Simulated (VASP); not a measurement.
# Ta2NbO4 (Amm2) in VASP: further runs

Runs on Ta2NbO4. Level: PBE. Tasks: single point.

Program: VASP 6.6.1. These are calculated values, not measurements. Logs are shortened: lines on timing, memory, paths and dates and some standing lists are left out, and cuts for length are marked.

## Step 1: The cell of the first run

Symmetry: Amm2, No. 38, orthorhombic system. The conventional cell has a = 5.133 Å, b = 7.436 Å, c = 5.881 Å, α = 90.00°, β = 90.00°, γ = 90.00°. Within 2.7 Å of Ta (site symmetry m) lie 4 O at 2.04 to 2.05 Å and 1 Ta at 2.68 Å. Nb (site symmetry mm2) has 4 O at 2.02 Å within 2.7 Å. O (site symmetry 1) has 1 Nb at 2.02 Å and 2 Ta at 2.04 to 2.05 Å and 2 O at 2.54 to 2.60 Å within 2.7 Å.

## Step 2: Single point, PBE

File INCAR:

```
SYSTEM = Ta2NbO4
  PREC = Accurate
  ENCUT = 520
  EDIFF = 1E-7
  ISMEAR = 0
  SIGMA = 0.2
  LREAL = .FALSE.
  LASPH = .TRUE.
  NELM = 100
  ALGO = Normal
  ISIF = 2
  LWAVE = .FALSE.
  LCHARG = .FALSE.
  GGA = PE
  NBANDS = 38
```

File KPOINTS:

```
regular mesh
0
G
  6 6 4
  0 0 0
```

File POSCAR:

```
Ta2NbO4
1.0
    0.0000000000      3.7181866672      2.9403606084
    0.0000000000     -3.7181866672      2.9403606084
    5.1334811803      0.0000000000      0.0000000000
Ta Nb O
2 1 4
Direct
    0.4973478604      0.1364915258      0.5000000000
    0.1364915258      0.4973478604      0.5000000000
    0.5212577488      0.5212577488      0.0000000000
    0.3856875840      0.7876292085      0.7469095768
    0.7876292085      0.3856875840      0.2530904232
    0.7876292085      0.3856875840      0.7469095768
    0.3856875840      0.7876292085      0.2530904232
```

Potentials or basis: VASP PAW PBE potentials, release 64 (Ta_pv, Nb_sv, O).

The run is started by

```console
$ cat potpaw_PBE.64/Ta_pv/POTCAR potpaw_PBE.64/Nb_sv/POTCAR potpaw_PBE.64/O/POTCAR > POTCAR
$ mpirun -np 1 vasp_std > vasp.out
```

OUTCAR:

```text
SYSTEM = Ta2NbO4
   PREC = Accurate
   ENCUT = 520
   EDIFF = 1E-7
   ISMEAR = 0
   LREAL = .FALSE.
   LASPH = .TRUE.
   NELM = 100
   ISIF = 2
   GGA = PE

 ion  position               nearest neighbor table
   1  0.497  0.136  0.500-   5 2.04   6 2.04   4 2.05   7 2.05   2 2.68   2 3.12   2 3.12   3 3.14
                             3 3.14
   2  0.136  0.497  0.500-   4 2.04   7 2.04   6 2.05   5 2.05   1 2.68   1 3.12   1 3.12   3 3.14
                             3 3.14
   3  0.521  0.521  0.000-   4 2.02   5 2.02   6 2.02   7 2.02   1 3.14   2 3.14   1 3.14   2 3.14

   4  0.386  0.788  0.747-   3 2.02   2 2.04   1 2.05
   5  0.788  0.386  0.253-   3 2.02   1 2.04   2 2.05
   6  0.788  0.386  0.747-   3 2.02   1 2.04   2 2.05
   7  0.386  0.788  0.253-   3 2.02   2 2.04   1 2.05

  LATTYP: Found a base centered orthorhombic cell.
 ALAT       =     5.8807212168
 B/A-ratio  =     1.2645342400
 C/A-ratio  =     0.8729339465

  Lattice vectors:

 A1 = (   0.0000000000,   3.7181866672,   2.9403606084)
 A2 = (   0.0000000000,  -3.7181866672,   2.9403606084)
 A3 = (   5.1334811803,   0.0000000000,   0.0000000000)

Analysis of symmetry for initial positions (statically):
=====================================================================
 Subroutine PRICEL returns:
 Original cell was already a primitive cell.

 Routine SETGRP: Setting up the symmetry group for a
 base centered orthorhombic supercell.

 Subroutine GETGRP returns: Found  4 space group operations
 (whereof  4 operations were pure point group operations)
 out of a pool of  8 trial point group operations.

The static configuration has the point symmetry C_2v.

Analysis of symmetry for dynamics (positions and initial velocities):
=====================================================================
 Subroutine PRICEL returns:
 Original cell was already a primitive cell.

 Routine SETGRP: Setting up the symmetry group for a
 base centered orthorhombic supercell.

 Subroutine GETGRP returns: Found  4 space group operations
 (whereof  4 operations were pure point group operations)
 out of a pool of  8 trial point group operations.

The dynamic configuration has the point symmetry C_2v.

 Subroutine INISYM returns: Found  4 space group operations
 (whereof  4 operations are pure point group operations),
 and found     1 'primitive' translations

----------------------------------------------------------------------------------------

                                     Primitive cell

  volume of cell :     112.2467

  direct lattice vectors                    reciprocal lattice vectors
     0.000000000  3.718186667  2.940360608     0.000000000  0.134474152  0.170047170
     0.000000000 -3.718186667  2.940360608     0.000000000 -0.134474152  0.170047170
     5.133481180  0.000000000  0.000000000     0.194799584  0.000000000  0.000000000

  length of vectors
     4.740319884  4.740319884  5.133481180     0.216793306  0.216793306  0.194799584

  position of ions in fractional coordinates (direct lattice)
     0.497347860  0.136491526  0.500000000
     0.136491526  0.497347860  0.500000000
     0.521257749  0.521257749  0.000000000
     0.385687584  0.787629209  0.746909577
     0.787629209  0.385687584  0.253090423
     0.787629209  0.385687584  0.746909577
     0.385687584  0.787629209  0.253090423

  ion indices of the primitive-cell ions
   primitive index   ion index
                 1           1
                 2           2
                 3           3
                 4           4
                 5           5
                 6           6
                 7           7

----------------------------------------------------------------------------------------

 KPOINTS: regular mesh

Automatic generation of k-mesh.
 Grid dimensions read from file:
 generate k-points for:    6    6    4

 Generating k-lattice:

  Cartesian coordinates                     Fractional coordinates (reciprocal lattice)
     0.000000000  0.022412359  0.028341195     0.166666667  0.000000000  0.000000000
     0.000000000 -0.022412359  0.028341195     0.000000000  0.166666667  0.000000000
     0.048699896  0.000000000  0.000000000     0.000000000  0.000000000  0.250000000

  Length of vectors
     0.036132218  0.036132218  0.048699896

  Shift w.r.t. Gamma in fractional coordinates (k-lattice)
     0.000000000  0.000000000  0.000000000

 Subroutine IBZKPT returns following result:
 ===========================================

 Found     39 irreducible k-points:

 Following reciprocal coordinates:
            Coordinates               Weight
  0.000000  0.000000  0.000000      1.000000
  0.166667 -0.000000  0.000000      4.000000
  0.333333 -0.000000  0.000000      4.000000
  0.500000  0.000000  0.000000      2.000000
  0.166667  0.166667  0.000000      2.000000
  0.333333  0.166667  0.000000      4.000000
[... 16 lines left out ...]
  0.333333  0.333333  0.250000      4.000000
  0.500000  0.333333  0.250000      8.000000
 [... further k-points ...]
   k-points           NKPTS =     39   k-points in BZ     NKDIM =     39   number of bands    NBANDS=     38
   number of dos      NEDOS =    301   number of ions     NIONS =      7
   total plane-waves  NPLWV =  51840
   dimension x,y,z NGX =    36 NGY =   36 NGZ =   40
   dimension x,y,z NGXF=    72 NGYF=   72 NGZF=   80
   ions per type =               2   1   4
   NGX,Y,Z   is equivalent  to a cutoff of  12.63, 12.63, 12.95 a.u.
   NGXF,Y,Z  is equivalent  to a cutoff of  25.25, 25.25, 25.91 a.u.
 SYSTEM =  Ta2NbO4
   PREC   = accura    normal or accurate (medium, high low for compatibility)
   ISTART =      0    job   : 0-new  1-cont  2-samecut
   ICHARG =      2    charge: 1-file 2-atom 10-const
   ISPIN  =      1    spin polarized calculation?
   LNONCOLLINEAR =      F non collinear calculations
   LSORBIT =      F    spin-orbit coupling
   LASPH  =      T    aspherical Exc in radial PAW
   ENCUT  =  520.0 eV  38.22 Ry    6.18 a.u.   8.81  8.81  9.54*2*pi/ulx,y,z
   NELM   =    100;   NELMIN=  2; NELMDL= -5     # of ELM steps
   EDIFF  = 0.1E-06   stopping-criterion for ELM
   LREAL  =      F    real-space projection
   EDIFFG = 0.1E-05   stopping-criterion for IOM
   NSW    =      0    number of steps for IOM
   IBRION =     -1    ionic relax: 0-MD 1-quasi-New 2-CG
   NFREE  =      0    steps in history (QN), initial steepest desc. (CG)
   ISIF   =      2    stress and relaxation
   ISYM   =      2    0-nonsym 1-usesym 2-fastsym
   POTIM  = 0.5000    time-step for ionic-motion
   TEBEG  =    0.0;   TEEND  =   0.0 temperature during run
   PSTRESS=    0.0 pullay stress
   NELECT =      59.0000    total number of electrons
   NUPDOWN=      -1.0000    fix difference up-down
   EMIN   =  10.00;   EMAX   =-10.00  energy-range for DOS
   EFERMI =   0.00;   METHOD = LEGACY
   ISMEAR =     0;   SIGMA  =   0.20  broadening in eV -4-tet -1-fermi 0-gaus
   EFERMI_NEDOS =   21; number of points for ismear=-14 and -15
   IALGO  =     38    algorithm
   IMIX   =      4    mixing-type and parameters
     AMIX     =   0.40;   BMIX     =  1.00
     AMIX_MAG =   1.60;   BMIX_MAG =  1.00
  volume/ion in A,a.u.               =      16.04       108.21
  Fermi-wavevector in a.u.,A,eV,Ry     =   1.321197  2.496700 23.749807  1.745562
  Thomas-Fermi vector in A             =   2.450968
   LORBIT       =      0    0 simple, 1 ext, 2 COOP (PROOUT), +10 PAW based schemes
   GGA     = PE    functional components
   LHFCALC =     F    Hartree Fock is set to
   AEXX    =    0.0000 exact exchange contribution
   IVDW    =     0    specifies the selected vdW correction
   LEPSILON=     F    determine dielectric tensor
   LRPA    =     F    only Hartree local field effects (RPA)
 non-spin polarized calculation
 Gauss-broadening in eV      SIGMA  =   0.20
  energy-cutoff  :      520.00
  volume of cell :      112.25
 maximum number of plane-waves:      3052
   NGX = 17   NGY = 17   NGZ = 19

 number of electron      59.0000004 magnetization

 Free energy of the ion-electron system (eV)
  ---------------------------------------------------
  ext. energy  EPLUGINS =         0.00000000
  ---------------------------------------------------
  free energy    TOTEN  =       -67.32702274 eV

  energy without entropy =      -67.27275502  energy(sigma->0) =      -67.29988888

 E-fermi :   4.6534     XC(G=0): -10.1358

 val. band max:        4.6295708423   @ k =   0.5000   0.0000   0.2500
 cond. band min:       4.6804302933   @ k =   0.3333  -0.0000   0.2500
 fundamental gap:      0.0508594509
 Fermi energy:         4.6533724119

 k-point     1 :       0.0000    0.0000    0.0000
  band No.  band energies     occupation
      1     -51.5637      2.00000
      2     -31.3159      2.00000
      3     -31.0448      2.00000
      4     -30.9895      2.00000
      5     -30.7860      2.00000
      6     -30.7774      2.00000
[... 30 lines left out ...]
     37       8.0467      0.00000
     38       8.1373      0.00000

 k-point     2 :       0.1667   -0.0000    0.0000
  band No.  band energies     occupation
      1     -51.5637      2.00000
      2     -31.2964      2.00000
      3     -31.0555      2.00000
      4     -30.9776      2.00000
      5     -30.7963      2.00000
      6     -30.7889      2.00000
[... 30 lines left out ...]
     37       8.0971      0.00000
     38       8.2288      0.00000

 k-point     3 :       0.3333   -0.0000    0.0000
  band No.  band energies     occupation
      1     -51.5637      2.00000
      2     -31.2494      2.00000
      3     -31.0818      2.00000
      4     -30.9478      2.00000
      5     -30.8207      2.00000
      6     -30.8178      2.00000
[... 30 lines left out ...]
     37       8.0666      0.00000
[... 781 lines left out ...]
 k-point    23 :       0.3333    0.3333    0.2500
  band No.  band energies     occupation
      1     -51.5636      2.00000
      2     -31.3243      2.00000
      3     -30.9613      2.00000
      4     -30.8899      2.00000
      5     -30.8737      2.00000
      6     -30.8643      2.00000
[... 30 lines left out ...]
     37       7.9036      0.00000
     38       8.4902      0.00000

 k-point    24 :       0.5000    0.3333    0.2500
  band No.  band energies     occupation
      1     -51.5636      2.00000
      2     -31.3882      2.00000
      3     -30.9096      2.00000
      4     -30.9065      2.00000
      5     -30.8536      2.00000
      6     -30.8413      2.00000
[... 30 lines left out ...]
     37       7.7644      0.00000
     38       8.3104      0.00000

 [... further k-points ...]
[... 5 lines left out ...]
  --------------------------------------------------------------------------------------
  -------------------------------------------------------------------------------------
  Total        0.2520006     -0.0795869      0.3393172      0.0000000      0.0000000      0.0000000
  in kB        3.5969838     -1.1359998      4.8433148      0.0000000      0.0000000      0.0000000
  external PRESSURE =       2.4347663 kB  Pullay stress =       0.0000000 kB

 VOLUME and BASIS-vectors are now :
 -----------------------------------------------------------------------------
  energy-cutoff  :      520.00
  volume of cell :      112.25
      direct lattice vectors                 reciprocal lattice vectors
     0.000000000  3.718186667  2.940360608     0.000000000  0.134474152  0.170047170
     0.000000000 -3.718186667  2.940360608     0.000000000 -0.134474152  0.170047170
     5.133481180  0.000000000  0.000000000     0.194799584  0.000000000  0.000000000

 POSITION                                       TOTAL-FORCE (eV/Angst)
 -----------------------------------------------------------------------------------
      2.56674      1.34173      1.86372         0.000000      0.010118     -0.031701
      2.56674     -1.34173      1.86372         0.000000     -0.010118     -0.031701
      0.00000      0.00000      3.06537         0.000000      0.000000      0.047685
      3.83425     -1.49449      3.44997         0.075110      0.036321      0.003929
      1.29923      1.49449      3.44997        -0.075110     -0.036321      0.003929
      3.83425      1.49449      3.44997         0.075110     -0.036321      0.003929
      1.29923     -1.49449      3.44997        -0.075110      0.036321      0.003929
 -----------------------------------------------------------------------------------
    total drift:                               -0.000000      0.000000      0.002655

  FREE ENERGIE OF THE ION-ELECTRON SYSTEM (eV)
  ---------------------------------------------------
  free  energy   TOTEN  =       -67.3270227449 eV

  energy  without entropy=      -67.2727550219  energy(sigma->0) =      -67.29988888
```

Run time: 83 s. Hardware: 1 thread of Intel Xeon 6975P-C (Granite Rapids), shared host; peak memory 0.3 GiB.

Results:

```yaml
Free_energy: -67.3270 eV
Pressure: 0.2 GPa
Largest_force: 0.084 eV/Å
```

Forces on the atoms (eV/Å):
```
Ta   0.000  0.010 -0.032
Ta   0.000 -0.010 -0.032
Nb   0.000  0.000  0.048
O    0.075  0.036  0.004
O   -0.075 -0.036  0.004
O    0.075 -0.036  0.004
O   -0.075  0.036  0.004
```

Stress tensor (GPa, compression positive):
```
 0.36  0.00  0.00
 0.00 -0.11  0.00
 0.00  0.00  0.48
```

Levels at points of the mesh, in eV from the Fermi level:
```
           k point  band 26  band 27  band 28  band 29  band 30  band 31  band 32  band 33
(0.00, 0.00, 0.00)    -3.62    -3.05    -1.25    -1.13     0.18     0.92     1.00     2.16
(0.50, 0.00, 0.00)    -3.45    -2.19    -1.33    -0.66    -0.30     0.31     1.22     2.02
(0.50, 0.50, 0.00)    -3.39    -2.18    -1.38    -1.11    -0.63     0.42     1.59     2.22
(0.00, 0.00, 0.50)    -4.53    -2.74    -1.71    -1.64     0.19     0.55     1.35     1.84
(0.50, 0.00, 0.50)    -4.65    -1.98    -1.00    -0.56     0.31     0.48     1.00     1.00
(0.50, 0.50, 0.50)    -4.50    -1.79    -0.55    -0.04     0.53     0.56     0.84     1.00
```

Caveat: spin-orbit coupling is left out, which moves the levels of the heavy elements; an odd number of electrons without spin polarisation forces a metal; a magnetic or distorted state may lie lower.

## Step 3: Single point, PBE

File INCAR:

```
SYSTEM = Ta2NbO4
  PREC = Accurate
  ENCUT = 600
  EDIFF = 1E-6
  ISMEAR = 0
  SIGMA = 0.2
  LREAL = .FALSE.
  LASPH = .TRUE.
  NELM = 120
  ALGO = Normal
  ISIF = 2
  LWAVE = .FALSE.
  LCHARG = .FALSE.
  GGA = PE
  NBANDS = 40
  GGA_COMPAT = .FALSE.
```

KPOINTS is that of step 2.

POSCAR is that of step 2.

Potentials or basis: VASP PAW PBE potentials, release 64 (Ta_sv_GW, Nb_sv, O).

The run is started by

```console
$ cat potpaw_PBE.64/Ta_sv_GW/POTCAR potpaw_PBE.64/Nb_sv/POTCAR potpaw_PBE.64/O/POTCAR > POTCAR
$ mpirun -np 1 vasp_std > vasp.out
```

Wall time 3.4 min (1 thread of Intel Xeon 6975P-C (Granite Rapids), shared host); peak memory 0.37 GiB.

It converged, with:

- Free energy: -72.3828 eV
- Pressure: -0.1 GPa
- Largest force: 0.050 eV/Å

Forces in eV/Å, atoms in the order of the input:
```
Ta   0.000  0.041 -0.028
Ta   0.000 -0.041 -0.028
Nb   0.000  0.000  0.047
O    0.033  0.022  0.002
O   -0.033 -0.022  0.002
O    0.033 -0.022  0.002
O   -0.033  0.022  0.002
```

Stress tensor (GPa, compression positive):
```
-0.09  0.00  0.00
 0.00 -0.30  0.00
 0.00  0.00 -0.04
```

Levels at points of the mesh, in eV from the Fermi level:
| k point | band 27 | band 28 | band 29 | band 30 | band 31 | band 32 | band 33 | band 34 | band 35 | band 36 |
| --- | --- | --- | --- | --- | --- | --- | --- | --- | --- | --- |
| (0.00, 0.00, 0.00) | -3.64 | -3.63 | -3.05 | -1.25 | -1.13 | 0.18 | 0.92 | 0.99 | 2.17 | 2.18 |
| (0.50, 0.00, 0.00) | -3.73 | -3.46 | -2.19 | -1.33 | -0.66 | -0.30 | 0.31 | 1.22 | 2.02 | 2.15 |
| (0.50, 0.50, 0.00) | -4.33 | -3.40 | -2.17 | -1.38 | -1.11 | -0.63 | 0.42 | 1.59 | 2.22 | 2.57 |
| (0.00, 0.00, 0.50) | -4.77 | -4.53 | -2.74 | -1.71 | -1.64 | 0.19 | 0.55 | 1.35 | 1.84 | 2.28 |
| (0.50, 0.00, 0.50) | -4.85 | -4.65 | -1.97 | -1.00 | -0.56 | 0.31 | 0.48 | 0.99 | 1.00 | 1.85 |
| (0.50, 0.50, 0.50) | -4.93 | -4.51 | -1.78 | -0.55 | -0.04 | 0.52 | 0.56 | 0.84 | 1.00 | 1.70 |

Caveat: spin-orbit coupling is left out, which moves the levels of the heavy elements; an odd number of electrons without spin polarisation forces a metal; a magnetic or distorted state may lie lower.
